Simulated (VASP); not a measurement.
# AlO5 (P4/mmm) in VASP: notebook

AlO5 is run at these levels: PBE; tasks: single point.

Program: VASP 6.6.1. These are calculated values, not measurements. Logs are shortened: lines on timing, memory, paths and dates and some standing lists are left out, and cuts for length are marked.

## 1. The cell of the first run

Symmetry: P4/mmm, No. 123, tetragonal system. Conventional cell: a = 4.650 Å, b = 4.650 Å, c = 3.384 Å, α = 90.00°, β = 90.00°, γ = 90.00°. Within 2.4 Å of Al (site symmetry 4/mmm) lie 4 O at 1.79 Å. Within 2.4 Å of O (site symmetry m2m) lie 1 Al at 1.79 Å and 4 O at 2.12 to 2.26 Å. O (site symmetry 4/mmm) has 8 O at 2.26 Å within 3.0 Å.

The cell was built from a structure type or drawn by symmetry, and may not be a known phase.

## 2. Single point, PBE

File INCAR:

```
  PREC = Accurate
  ENCUT = 600
  EDIFF = 1E-6
  ISMEAR = 0
  SIGMA = 0.2
  LREAL = F
  LASPH = T
  NELM = 120
  ALGO = Normal
  ISIF = 2
  LWAVE = F
  LCHARG = F
  GGA = PE
  NBANDS = 26
  GGA_COMPAT = F
```

File KPOINTS:

```
Automatic mesh
0
Gamma
  4 4 5
```

File POSCAR:

```
AlO5
1.0
    4.6503389442      0.0000000000      0.0000000000
    0.0000000000      4.6503389442      0.0000000000
    0.0000000000      0.0000000000      3.3840254824
Al O
1 5
Direct
    0.0000000000      0.0000000000      0.0000000000
    0.2721414798      0.2721414798      0.0000000000
    0.7278585202      0.7278585202      0.0000000000
    0.7278585202      0.2721414798      0.0000000000
    0.2721414798      0.7278585202      0.0000000000
    0.5000000000      0.5000000000      0.5000000000
```

Potentials or basis: VASP PAW PBE potentials, release 64 (Al, O).

Started as:

```
$ cat potpaw_PBE.64/Al/POTCAR potpaw_PBE.64/O/POTCAR > POTCAR
$ mpirun -np 1 vasp_std > vasp.out
```

OUTCAR:

```text
PREC = Accurate
   ENCUT = 600
   EDIFF = 1E-6
   ISMEAR = 0
   LREAL = F
   LASPH = T
   NELM = 120
   ISIF = 2
   GGA = PE

 ion  position               nearest neighbor table
   1  0.000  0.000  0.000-   2 1.79   3 1.79   4 1.79   5 1.79
   2  0.272  0.272  0.000-   1 1.79
   3  0.728  0.728  0.000-   1 1.79
   4  0.728  0.272  0.000-   1 1.79
   5  0.272  0.728  0.000-   1 1.79
   6  0.500  0.500  0.500-

  LATTYP: Found a simple tetragonal cell.
 ALAT       =     4.6503389442
 C/A-ratio  =     0.7276943730

  Lattice vectors:

 A1 = (   4.6503389442,   0.0000000000,   0.0000000000)
 A2 = (   0.0000000000,   4.6503389442,   0.0000000000)
 A3 = (   0.0000000000,   0.0000000000,   3.3840254824)

Analysis of symmetry for initial positions (statically):
=====================================================================
 Subroutine PRICEL returns:
 Original cell was already a primitive cell.

 Routine SETGRP: Setting up the symmetry group for a
 simple tetragonal supercell.

 Subroutine GETGRP returns: Found 16 space group operations
 (whereof 16 operations were pure point group operations)
 out of a pool of 16 trial point group operations.

The static configuration has the point symmetry D_4h.

Analysis of symmetry for dynamics (positions and initial velocities):
=====================================================================
 Subroutine PRICEL returns:
 Original cell was already a primitive cell.

 Routine SETGRP: Setting up the symmetry group for a
 simple tetragonal supercell.

 Subroutine GETGRP returns: Found 16 space group operations
 (whereof 16 operations were pure point group operations)
 out of a pool of 16 trial point group operations.

The dynamic configuration has the point symmetry D_4h.

 Subroutine INISYM returns: Found 16 space group operations
 (whereof 16 operations are pure point group operations),
 and found     1 'primitive' translations

----------------------------------------------------------------------------------------

                                     Primitive cell

  volume of cell :      73.1818

  direct lattice vectors                    reciprocal lattice vectors
     4.650338944  0.000000000  0.000000000     0.215038089  0.000000000  0.000000000
     0.000000000  4.650338944  0.000000000     0.000000000  0.215038089  0.000000000
     0.000000000  0.000000000  3.384025482     0.000000000  0.000000000  0.295506049

  length of vectors
     4.650338944  4.650338944  3.384025482     0.215038089  0.215038089  0.295506049

  position of ions in fractional coordinates (direct lattice)
     0.000000000  0.000000000  0.000000000
     0.272141480  0.272141480  0.000000000
     0.727858520  0.727858520  0.000000000
     0.727858520  0.272141480  0.000000000
     0.272141480  0.727858520  0.000000000
     0.500000000  0.500000000  0.500000000

  ion indices of the primitive-cell ions
   primitive index   ion index
                 1           1
                 2           2
                 3           3
                 4           4
                 5           5
                 6           6

----------------------------------------------------------------------------------------

 KPOINTS: Automatic mesh

Automatic generation of k-mesh.
 Grid dimensions read from file:
 generate k-points for:    4    4    5

 Generating k-lattice:

  Cartesian coordinates                     Fractional coordinates (reciprocal lattice)
     0.053759522  0.000000000  0.000000000     0.250000000  0.000000000  0.000000000
     0.000000000  0.053759522  0.000000000     0.000000000  0.250000000  0.000000000
     0.000000000  0.000000000  0.059101210     0.000000000  0.000000000  0.200000000

  Length of vectors
     0.053759522  0.053759522  0.059101210

  Shift w.r.t. Gamma in fractional coordinates (k-lattice)
     0.000000000  0.000000000  0.000000000

 Subroutine IBZKPT returns following result:
 ===========================================

 Found     18 irreducible k-points:

 Following reciprocal coordinates:
            Coordinates               Weight
  0.000000  0.000000  0.000000      1.000000
  0.250000  0.000000  0.000000      4.000000
  0.500000  0.000000  0.000000      2.000000
  0.250000  0.250000  0.000000      4.000000
  0.500000  0.250000  0.000000      4.000000
  0.500000  0.500000  0.000000      1.000000
[... 10 lines left out ...]
  0.500000  0.250000  0.400000      8.000000
  0.500000  0.500000  0.400000      2.000000
   k-points           NKPTS =     18   k-points in BZ     NKDIM =     18   number of bands    NBANDS=     26
   number of dos      NEDOS =    301   number of ions     NIONS =      6
   total plane-waves  NPLWV =  44800
   dimension x,y,z NGX =    40 NGY =   40 NGZ =   28
   dimension x,y,z NGXF=    80 NGYF=   80 NGZF=   56
   ions per type =               1   5
   NGX,Y,Z   is equivalent  to a cutoff of  14.30, 14.30, 13.76 a.u.
   NGXF,Y,Z  is equivalent  to a cutoff of  28.60, 28.60, 27.51 a.u.
 SYSTEM =  unknown system
   PREC   = accura    normal or accurate (medium, high low for compatibility)
   ISTART =      0    job   : 0-new  1-cont  2-samecut
   ICHARG =      2    charge: 1-file 2-atom 10-const
   ISPIN  =      1    spin polarized calculation?
   LNONCOLLINEAR =      F non collinear calculations
   LSORBIT =      F    spin-orbit coupling
   LASPH  =      T    aspherical Exc in radial PAW
   ENCUT  =  600.0 eV  44.10 Ry    6.64 a.u.   9.29  9.29  6.76*2*pi/ulx,y,z
   NELM   =    120;   NELMIN=  2; NELMDL= -5     # of ELM steps
   EDIFF  = 0.1E-05   stopping-criterion for ELM
   LREAL  =      F    real-space projection
   EDIFFG = 0.1E-04   stopping-criterion for IOM
   NSW    =      0    number of steps for IOM
   IBRION =     -1    ionic relax: 0-MD 1-quasi-New 2-CG
   NFREE  =      0    steps in history (QN), initial steepest desc. (CG)
   ISIF   =      2    stress and relaxation
   ISYM   =      2    0-nonsym 1-usesym 2-fastsym
   POTIM  = 0.5000    time-step for ionic-motion
   TEBEG  =    0.0;   TEEND  =   0.0 temperature during run
   PSTRESS=    0.0 pullay stress
   NELECT =      33.0000    total number of electrons
   NUPDOWN=      -1.0000    fix difference up-down
   EMIN   =  10.00;   EMAX   =-10.00  energy-range for DOS
   EFERMI =   0.00;   METHOD = LEGACY
   ISMEAR =     0;   SIGMA  =   0.20  broadening in eV -4-tet -1-fermi 0-gaus
   EFERMI_NEDOS =   21; number of points for ismear=-14 and -15
   IALGO  =     38    algorithm
   IMIX   =      4    mixing-type and parameters
     AMIX     =   0.40;   BMIX     =  1.00
     AMIX_MAG =   1.60;   BMIX_MAG =  1.00
  volume/ion in A,a.u.               =      12.20        82.31
  Fermi-wavevector in a.u.,A,eV,Ry     =   1.255390  2.372342 21.442824  1.576003
  Thomas-Fermi vector in A             =   2.389149
   LORBIT       =      0    0 simple, 1 ext, 2 COOP (PROOUT), +10 PAW based schemes
   GGA     = PE    functional components
   LHFCALC =     F    Hartree Fock is set to
   AEXX    =    0.0000 exact exchange contribution
   IVDW    =     0    specifies the selected vdW correction
   LEPSILON=     F    determine dielectric tensor
   LRPA    =     F    only Hartree local field effects (RPA)
 non-spin polarized calculation
 Gauss-broadening in eV      SIGMA  =   0.20
  energy-cutoff  :      600.00
  volume of cell :       73.18
 maximum number of plane-waves:      2463
 NGX is ok and might be reduce to    40
   NGX = 19   NGY = 19   NGZ = 13

 number of electron      33.0000001 magnetization

 Free energy of the ion-electron system (eV)
  ---------------------------------------------------
  ext. energy  EPLUGINS =         0.00000000
  ---------------------------------------------------
  free energy    TOTEN  =       -23.92789235 eV

  energy without entropy =      -23.77674627  energy(sigma->0) =      -23.85231931

 E-fermi :   0.4864     XC(G=0):  -9.4829

 val. band max:        0.4812598993   @ k =   0.5000   0.5000   0.2000
 cond. band min:       0.5134306469   @ k =   0.2500   0.0000   0.2000
 fundamental gap:      0.0321707476
 Fermi energy:         0.4864479079

 k-point     1 :       0.0000    0.0000    0.0000
  band No.  band energies     occupation
      1     -18.7279      2.00000
      2     -16.5007      2.00000
      3     -16.5007      2.00000
      4     -15.5963      2.00000
      5     -15.1187      2.00000
      6      -5.4247      2.00000
[... 18 lines left out ...]
     25      12.3237      0.00000
     26      13.1989      0.00000

 k-point     2 :       0.2500    0.0000    0.0000
  band No.  band energies     occupation
      1     -18.5514      2.00000
      2     -16.9152      2.00000
      3     -16.3426      2.00000
      4     -15.4284      2.00000
      5     -15.3436      2.00000
      6      -5.1050      2.00000
[... 18 lines left out ...]
     25      12.3986      0.00000
     26      14.6464      0.00000

 k-point     3 :       0.5000    0.0000    0.0000
  band No.  band energies     occupation
      1     -18.2784      2.00000
      2     -17.3613      2.00000
      3     -16.0449      2.00000
      4     -15.7059      2.00000
      5     -15.3233      2.00000
      6      -4.7679      2.00000
[... 18 lines left out ...]
     25      12.7514      0.00000
     26      16.3492      0.00000

 k-point     4 :       0.2500    0.2500    0.0000
  band No.  band energies     occupation
      1     -18.3896      2.00000
      2     -16.8613      2.00000
      3     -16.5957      2.00000
      4     -15.6142      2.00000
      5     -15.2646      2.00000
      6      -4.6424      2.00000
[... 18 lines left out ...]
     25      14.0369      0.00000
     26      15.2615      0.00000

 k-point     5 :       0.5000    0.2500    0.0000
  band No.  band energies     occupation
      1     -18.1526      2.00000
      2     -17.1616      2.00000
      3     -16.3757      2.00000
      4     -16.0006      2.00000
      5     -15.1742      2.00000
      6      -4.1309      2.00000
[... 18 lines left out ...]
     25      14.7616      0.00000
     26      16.4047      0.00000

 k-point     6 :       0.5000    0.5000    0.0000
  band No.  band energies     occupation
      1     -17.9886      2.00000
      2     -16.6870      2.00000
      3     -16.6870      2.00000
      4     -16.5663      2.00000
      5     -15.0816      2.00000
      6      -3.0117      2.00000
[... 253 lines left out ...]
 k-point    15 :       0.5000    0.0000    0.4000
  band No.  band energies     occupation
      1     -17.5949      2.00000
      2     -17.2275      2.00000
      3     -16.1310      2.00000
      4     -15.9511      2.00000
      5     -15.6341      2.00000
      6      -5.1696      2.00000
[... 18 lines left out ...]
     25      13.1785      0.00000
     26      15.3986      0.00000

 k-point    16 :       0.2500    0.2500    0.4000
  band No.  band energies     occupation
      1     -17.7956      2.00000
      2     -16.6445      2.00000
      3     -16.4878      2.00000
      4     -16.1030      2.00000
      5     -15.5156      2.00000
      6      -5.3216      2.00000
[... 18 lines left out ...]
     25      14.7262      0.00000
     26      15.5564      0.00000

 k-point    17 :       0.5000    0.2500    0.4000
  band No.  band energies     occupation
      1     -17.4401      2.00000
      2     -17.0339      2.00000
      3     -16.2729      2.00000
      4     -16.0379      2.00000
      5     -15.9153      2.00000
      6      -4.7557      2.00000
[... 18 lines left out ...]
     25      15.4787      0.00000
     26      15.8309      0.00000

 k-point    18 :       0.5000    0.5000    0.4000
  band No.  band energies     occupation
      1     -17.1932      2.00000
      2     -16.5742      2.00000
      3     -16.5742      2.00000
      4     -16.4592      2.00000
      5     -16.0546      2.00000
      6      -4.2821      2.00000
[... 18 lines left out ...]
     25      16.2555      0.00000
     26      16.2555      0.00000

------------------------ aborting loop because EDIFF is reached ----------------------------------------

  FORCE on cell =-STRESS in cart. coord.  units (eV):
  Direction    XX          YY          ZZ          XY          YZ          ZX
  --------------------------------------------------------------------------------------
  -------------------------------------------------------------------------------------
  Total        0.0613861      0.0613861     -0.2534047      0.0000000      0.0000000      0.0000000
  in kB        1.3439337      1.3439337     -5.5478216      0.0000000      0.0000000      0.0000000
  external PRESSURE =      -0.9533180 kB  Pullay stress =       0.0000000 kB

 VOLUME and BASIS-vectors are now :
 -----------------------------------------------------------------------------
  energy-cutoff  :      600.00
  volume of cell :       73.18
      direct lattice vectors                 reciprocal lattice vectors
     4.650338944  0.000000000  0.000000000     0.215038089  0.000000000  0.000000000
     0.000000000  4.650338944  0.000000000     0.000000000  0.215038089  0.000000000
     0.000000000  0.000000000  3.384025482     0.000000000  0.000000000  0.295506049

 POSITION                                       TOTAL-FORCE (eV/Angst)
 -----------------------------------------------------------------------------------
      0.00000      0.00000      0.00000        -0.000000      0.000000     -0.000000
      1.26555      1.26555      0.00000         0.011869      0.011869      0.000000
      3.38479      3.38479      0.00000        -0.011869     -0.011869     -0.000000
      3.38479      1.26555      0.00000        -0.011869      0.011869      0.000000
      1.26555      3.38479      0.00000         0.011869     -0.011869     -0.000000
      2.32517      2.32517      1.69201        -0.000000      0.000000     -0.000000
 -----------------------------------------------------------------------------------
    total drift:                                0.000000     -0.000000      0.000000

  FREE ENERGIE OF THE ION-ELECTRON SYSTEM (eV)
  ---------------------------------------------------
  free  energy   TOTEN  =       -23.9278923509 eV

  energy  without entropy=      -23.7767462700  energy(sigma->0) =      -23.85231931
```

Wall time 49 s (1 thread of Intel Xeon Platinum 8488C (Sapphire Rapids), shared host); peak memory 0.2 GiB.

Results:

| Property | Result |
| --- | --- |
| Free energy | -23.9279 eV |
| Pressure | -0.1 GPa |
| Largest force | 0.017 eV/Å |
| Band gap on the k mesh | zero (an odd number of electrons rules out a gap without spin polarisation) |

Forces in eV/Å, atoms in the order of the input:
```
Al   0.000  0.000  0.000
O    0.012  0.012  0.000
O   -0.012 -0.012  0.000
O   -0.012  0.012  0.000
O    0.012 -0.012  0.000
O    0.000  0.000  0.000
```

Caveat: the k points lie up to 0.37 Å⁻¹ apart, too coarse for converged energies and pressures of a metal; an odd number of electrons without spin polarisation forces a metal; a magnetic or distorted state may lie lower.

(Continued in part 2 of 2.)
